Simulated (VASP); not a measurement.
# F (C2/m) in VASP: notebook, part 2 of 2

VASP 6.6.1. Earlier steps stand in the parts before.

### Step 4. Single point, PBEsol

This run uses another cell than the first one, of the same volume but with other edges.

INCAR reads:

```
ALGO = Normal
EDIFF = 1E-6
ENCUT = 520
GGA = PS
ISIF = 2
ISMEAR = 0
LASPH = True
LCHARG = False
LREAL = False
LWAVE = False
NBANDS = 22
NELM = 80
PREC = Accurate
SIGMA = 0.05
```

KPOINTS reads:

```
k-points
0
Gamma
  4 4 2
```

POSCAR reads:

```
F
1.0
    2.8166071597     -1.7538468769     -0.2172410426
    2.8166071597      1.7538468769     -0.2172410426
   -2.0774519833      0.0000000000      7.0069315491
F
4
Direct
    0.0848459664      0.0848459664      0.0940038325
    0.9151540336      0.9151540336      0.9059961675
    0.5015719855      0.5015719855      0.5937195244
    0.4984280145      0.4984280145      0.4062804756
```

The run is started by

```sh
$ cat potpaw_PBE.64/F/POTCAR > POTCAR
$ mpirun -np 1 vasp_std > vasp.out
```

It took 14 s on 1 thread of AMD EPYC 9R45 (Zen 5), shared host; peak memory 0.15 GiB.

The run converged. Its results:

| Property | Result |
| --- | --- |
| Free energy | -7.7023 eV |
| Pressure | 4.1 GPa |
| Largest force | 2.019 eV/Å |
| Band gap on the k mesh | 3.34 eV, indirect (least direct gap 3.43 eV) |

Forces on the atoms (eV/Å):
```
F    0.830  0.000  1.836
F   -0.830  0.000 -1.836
F   -0.568  0.000  1.937
F    0.568  0.000 -1.937
```

Stress tensor (GPa, compression positive):
```
 1.37  0.00  0.86
 0.00 -0.45  0.00
 0.86  0.00 11.34
```

Levels at points of the mesh, in eV from the valence-band top:
| k point | band 12 | band 13 | band 14 | band 15 | band 16 | band 17 |
| --- | --- | --- | --- | --- | --- | --- |
| (0.00, 0.00, 0.00) | -0.19 | -0.10 | -0.09 | 3.34 | 4.35 | 8.72 |
| (0.50, 0.00, 0.00) | -0.36 | -0.30 | -0.18 | 3.89 | 4.00 | 12.80 |
| (0.50, 0.50, 0.00) | -0.37 | -0.26 | 0.00 | 3.82 | 4.02 | 13.12 |
| (0.00, 0.00, 0.50) | -0.19 | -0.16 | -0.09 | 3.77 | 3.87 | 9.58 |
| (0.50, 0.00, 0.50) | -0.35 | -0.23 | -0.07 | 3.65 | 4.20 | 12.69 |
| (0.50, 0.50, 0.50) | -0.34 | -0.23 | -0.13 | 3.89 | 4.00 | 13.02 |

Caveat: the k points lie up to 0.54 Å⁻¹ apart; the PAW data sets were made with another functional, which shifts forces and pressure a little.

### Step 5. Single point, PBEsol

This run uses another cell than the first one, of the same volume but with other edges.

INCAR reads:

```
PREC = Accurate
ENCUT = 520
EDIFF = 1E-6
ISMEAR = 0
SIGMA = 0.05
LREAL = F
LASPH = T
NELM = 80
ALGO = Normal
ISIF = 2
LWAVE = F
LCHARG = F
GGA = PS
NBANDS = 22
```

KPOINTS reads:

```
Automatic mesh
0
Gamma
  4 4 2
```

POSCAR reads:

```
F
1.0
    3.1343278527     -1.6625801927     -0.2417464034
    3.1343278527      1.6625801927     -0.2417464034
   -2.3983277360      0.0000000000      6.6753916515
F
4
Direct
    0.0848459664      0.0848459664      0.0940038325
    0.9151540336      0.9151540336      0.9059961675
    0.5015719855      0.5015719855      0.5937195244
    0.4984280145      0.4984280145      0.4062804756
```

Potentials or basis: VASP PAW PBE potentials, release 64 (F).

The run is started by

```sh
$ cat potpaw_PBE.64/F/POTCAR > POTCAR
$ mpirun -np 1 vasp_std > vasp.out
```

OUTCAR:

```text
PREC = Accurate
   ENCUT = 520
   EDIFF = 1E-6
   ISMEAR = 0
   LREAL = F
   LASPH = T
   NELM = 80
   ISIF = 2
   GGA = PS

 ion  position               nearest neighbor table
   1  0.085  0.085  0.094-   2 1.32
   2  0.915  0.915  0.906-   1 1.32
   3  0.502  0.502  0.594-   4 1.32
   4  0.498  0.498  0.406-   3 1.32

  LATTYP: Found a base centered monoclinic cell.
 ALAT       =     6.2872736259
[... 536 lines left out ...]

  FORCE on cell =-STRESS in cart. coord.  units (eV):
  Direction    XX          YY          ZZ          XY          YZ          ZX
  --------------------------------------------------------------------------------------
  -------------------------------------------------------------------------------------
  Total        1.7259146     -0.1630849      9.7978452      0.0000000      0.0000000      0.6662966
  in kB       40.8790311     -3.8627357    232.0661925      0.0000000      0.0000000     15.7815217
  external PRESSURE =      89.6941626 kB  Pullay stress =       0.0000000 kB

 VOLUME and BASIS-vectors are now :
 -----------------------------------------------------------------------------
  energy-cutoff  :      520.00
  volume of cell :       67.64
      direct lattice vectors                 reciprocal lattice vectors
     3.134327853 -1.662580193 -0.241746403     0.164070338 -0.300737373  0.058947020
     3.134327853  1.662580193 -0.241746403     0.164070338  0.300737373  0.058947020
    -2.398327736  0.000000000  6.675391652     0.011883472  0.000000000  0.154073426

 POSITION                                       TOTAL-FORCE (eV/Angst)
 -----------------------------------------------------------------------------------
      0.30642      0.00000      0.58649         2.033205      0.000000      3.844559
      3.56391      0.00000      5.60541        -2.033205      0.000000     -3.844559
      1.72025      0.00000      3.72080        -1.438642      0.000000      4.133916
      2.15008      0.00000      2.47109         1.438642      0.000000     -4.133916
 -----------------------------------------------------------------------------------
    total drift:                                0.000000      0.000000     -0.000000

  FREE ENERGIE OF THE ION-ELECTRON SYSTEM (eV)
  ---------------------------------------------------
  free  energy   TOTEN  =        -7.4314008957 eV

  energy  without entropy=       -7.4314008957  energy(sigma->0) =       -7.43140090
```

Run time: 14 s. Hardware: 1 thread of AMD EPYC 9R45 (Zen 5), shared host; peak memory 0.15 GiB.

What came out:

- Free energy: -7.4314 eV
- Pressure: 9.0 GPa
- Largest force: 4.377 eV/Å
- Band gap on the k mesh: 4.00 eV, indirect (least direct gap 4.14 eV)

Forces on the atoms (eV/Å):
```
F    2.033  0.000  3.845
F   -2.033  0.000 -3.845
F   -1.439  0.000  4.134
F    1.439  0.000 -4.134
```

Levels at points of the mesh, in eV from the valence-band top:
| k point | band 12 | band 13 | band 14 | band 15 | band 16 | band 17 |
| --- | --- | --- | --- | --- | --- | --- |
| (0.00, 0.00, 0.00) | -0.21 | -0.19 | -0.13 | 4.00 | 4.90 | 8.45 |
| (0.50, 0.00, 0.00) | -0.45 | -0.37 | -0.27 | 4.52 | 4.59 | 12.57 |
| (0.50, 0.50, 0.00) | -0.34 | -0.24 | 0.00 | 4.46 | 4.53 | 12.58 |
| (0.00, 0.00, 0.50) | -0.31 | -0.20 | -0.14 | 4.36 | 4.42 | 9.45 |
| (0.50, 0.00, 0.50) | -0.48 | -0.27 | -0.10 | 4.33 | 4.75 | 12.53 |
| (0.50, 0.50, 0.50) | -0.34 | -0.19 | -0.14 | 4.49 | 4.56 | 12.15 |

Caveat: the k points lie up to 0.55 Å⁻¹ apart; the PAW data sets were made with another functional, which shifts forces and pressure a little.

### Step 6. Single point, PBEsol

This run uses another cell than the first one, of 17.37 Å³/atom, 1.027 times its volume.

INCAR reads:

```
PREC = Accurate ; ENCUT = 520
EDIFF = 1E-6 ; ISMEAR = 0
SIGMA = 0.05 ; LREAL = False
LASPH = True ; NELM = 100
ALGO = Normal ; ISIF = 2
LWAVE = False ; LCHARG = False
GGA = PS ; NBANDS = 22
```

KPOINTS reads:

```
regular mesh
0
Gamma
  4 4 2
```

POSCAR reads:

```
F
1.0
    2.9032242918     -1.7508735591     -0.2239217031
    2.9032242918      1.7508735591     -0.2239217031
   -2.1583718906      0.0000000000      7.0015654963
F
4
Direct
    0.0848459664      0.0848459664      0.0940038325
    0.9151540336      0.9151540336      0.9059961675
    0.5015719855      0.5015719855      0.5937195244
    0.4984280145      0.4984280145      0.4062804756
```

Potentials or basis: VASP PAW PBE potentials, release 64 (F).

The run is started by

```sh
$ cat potpaw_PBE.64/F/POTCAR > POTCAR
$ mpirun -np 1 vasp_std > vasp.out
```

Run time: 15 s. Hardware: 1 thread of AMD EPYC 9R45 (Zen 5), shared host; peak memory 0.14 GiB.

Results (log left out):

```yaml
Free_energy: -7.7172 eV
Pressure: 3.6 GPa
Largest_force: 1.872 eV/Å
Band_gap_on_the_k_mesh: 3.33 eV, indirect (least direct gap 3.43 eV)
```

Forces in eV/Å, atoms in the order of the input:
```
F    0.790  0.000  1.693
F   -0.790  0.000 -1.693
F   -0.541  0.000  1.793
F    0.541  0.000 -1.793
```

Stress tensor (GPa, compression positive):
```
 1.20  0.00  0.75
 0.00 -0.48  0.00
 0.75  0.00 10.10
```

Levels at points of the mesh, in eV from the valence-band top:
```
           k point  band 12  band 13  band 14  band 15  band 16  band 17
(0.00, 0.00, 0.00)    -0.19    -0.12    -0.10     3.33     4.28     8.66
(0.50, 0.00, 0.00)    -0.35    -0.31    -0.19     3.85     3.95    12.70
(0.50, 0.50, 0.00)    -0.34    -0.24     0.00     3.78     3.95    13.01
(0.00, 0.00, 0.50)    -0.19    -0.18    -0.10     3.73     3.83     9.53
(0.50, 0.00, 0.50)    -0.36    -0.23    -0.07     3.63     4.13    12.60
(0.50, 0.50, 0.50)    -0.32    -0.21    -0.12     3.85     3.95    12.82
```

Caveat: the k points lie up to 0.53 Å⁻¹ apart; the PAW data sets were made with another functional, which shifts forces and pressure a little.

### Step 7. Summary

| cell | gap on the mesh (eV) | pressure (GPa) | largest force (eV/Å) |
| --- | --- | --- | --- |
| a = 3.458, b = 3.458, c = 7.173 Å, angles 109.8, 109.8, 58.8°, 4 atoms | 3.74 | 7.0 | 3.43 |
| a = 3.412, b = 3.412, c = 7.216 Å, angles 109.0, 109.0, 60.4°, 4 atoms | 3.61 | 6.0 | 2.95 |
| a = 3.325, b = 3.325, c = 7.308 Å, angles 107.7, 107.7, 63.7°, 4 atoms | 3.34 | 4.1 | 2.02 |
| a = 3.556, b = 3.556, c = 7.093 Å, angles 111.2, 111.2, 55.7°, 4 atoms | 4.00 | 9.0 | 4.38 |
| a = 3.398, b = 3.398, c = 7.327 Å, angles 108.3, 108.3, 62.0°, 4 atoms | 3.33 | 3.6 | 1.87 |

Alike in all rows: task single point; level PBEsol; potentials or basis VASP PAW PBE potentials, release 64 (F); no spin polarisation; k mesh 4 × 4 × 2; cutoff (eV) 520; smearing gaussian 0.05 eV.

Caveats: all runs use coarse meshes; the PAW data sets were made with another functional, which shifts forces and pressure a little.

Absolute energies hang on the potentials; compare differences alone.
